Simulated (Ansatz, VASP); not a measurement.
**WS2: VASP beside Ansatz**

```
W S
1.0
     3.14611    0.00000    0.00000
    -1.57306    2.72461    0.00000
     0.00000    0.00000   12.69628
W S
2 4
Direct
  0.33333 0.66667 0.25000
  0.66667 0.33333 0.75000
  0.33333 0.66667 0.62653
  0.66667 0.33333 0.12653
  0.33333 0.66667 0.87347
  0.66667 0.33333 0.37347
```

Alike in both runs: functional PBEsol; k mesh 12 × 12 × 4; no spin polarisation.

Ansatz relaxed the structure, and its values are those at the end. VASP's run is a single point on that final structure, the one shown.

```csv
,VASP,Ansatz
version,VASP 6.6.1,Ansatz 0.2.0
potentials or method,"VASP PAW PBE potentials, release 64 (W_sv, S), cutoff 520 eV","scalar-relativistic, plane waves, PAW"
occupations,"gaussian, width 0.01 eV",fixed
valence electrons in the cell,52,52
```

```tsv
	VASP	Ansatz	Ansatz less VASP
gap on the k mesh at the Fermi level (eV)	1.12	1.10	-0.015
least direct gap on the mesh (eV)	1.87	1.86	-0.004
pressure (GPa)	0.1	0.0	-0.12
rms of the force components (eV/Å)	0.010	0.000	-0.0101
```

VASP's potentials were made for PBE, not for PBEsol.

Neither program's run includes spin-orbit coupling.
